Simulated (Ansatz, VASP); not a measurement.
## One calculation of Se, two programs

The input INCAR:

```
SYSTEM = Se
  PREC = Accurate
  ENCUT = 520
  EDIFF = 1E-7
  ISMEAR = -1
  SIGMA = 0.03
  LREAL = .False.
  LASPH = .True.
  NELM = 60
  ALGO = Normal
  ISIF = 2
  LWAVE = .False.
  LCHARG = .True.
  GGA = PS
  LELF = .True.
  LVHAR = .True.
  NBANDS = 16
```

File KPOINTS:

```
regular mesh
0
Gamma
  6 6 5
  0 0 0
```

The input POSCAR:

```
Se
1.0
    4.3661999489      0.0654929992      0.0654929992
   -2.1263813734      3.7484935742      0.0239721015
    0.0743040000      0.0743040000      4.9536000000
Se
3
Direct
    0.2254000000      0.0000000000      0.3333333333
    0.0000000000      0.2254000000      0.6666666667
    0.7746000000      0.7746000000      0.0000000000
```

Input for Ansatz:

```yaml
crystal:
  lattice:
    - [4.3661999489, 0.0654929992, 0.0654929992]
    - [-2.1263813734, 3.7484935742, 0.0239721015]
    - [0.074304, 0.074304, 4.9536]
  atoms:
    - { symbol: Se, position: [0.2254, 0.0, 0.3333333333] }
    - { symbol: Se, position: [0.0, 0.2254, 0.6666666667] }
    - { symbol: Se, position: [0.7746, 0.7746, 0.0] }
kpoints:
  mp_grid: { grid: [6, 6, 5] }
  band_path:
    path:
      - [0.0, 0.0, 0.0]
      - [0.0, -0.5, 0.0]
      - [0.0, 0.0, 0.5]
      - [0.0, 0.0, 0.0]
      - [-0.5, 0.0, 0.0]
      - [-0.5, 0.5, -0.5]
      - [0.0, 0.0, 0.0]
      - [-0.5, 0.0, -0.5]
      - [-0.5, 0.5, 0.0]
    npoints: 5
scf:
  occupations: { method: fermi_dirac, width: 0.03 }
hamiltonian:
  xc: pbesol
  pseudopotentials: { kind: all_electron, lapw: { basis_error: 0.001 } }
output:
  forces: true
  stress: true
  eigenvalues: true
```

Change from the starting cell: equal xy, yz and zx shear strains of +3 %.

Alike in both runs: task single point; functional PBEsol; k mesh 6 × 6 × 5; occupations fermi-dirac, width 0.03 eV; no spin polarisation.

```csv
,VASP,Ansatz
version,VASP 6.6.1,Ansatz 0.2.0
potentials or method,"VASP PAW PBE potentials, release 64 (Se), cutoff 520 eV","all-electron LAPW, scalar-relativistic"
```

VASP gave:

| Item | Value |
| --- | --- |
| pressure (GPa) | 0.6 |
| traceless stress, the component that is largest in VASP (GPa) | -1.95 |
| rms of the force components (eV/Å) | 0.352 |

Question: Estimate Ansatz's values.

Answer: Pressure (GPa): 0.4; traceless stress, the component that is largest in VASP (GPa): -1.93; rms of the force components (eV/Å): 0.329.

VASP's potentials were made for PBE, not for PBEsol. Atom by atom the forces differ by 0.030 eV/Å (rms over components). Ansatz ran all-electron here, and VASP with PAW potentials.
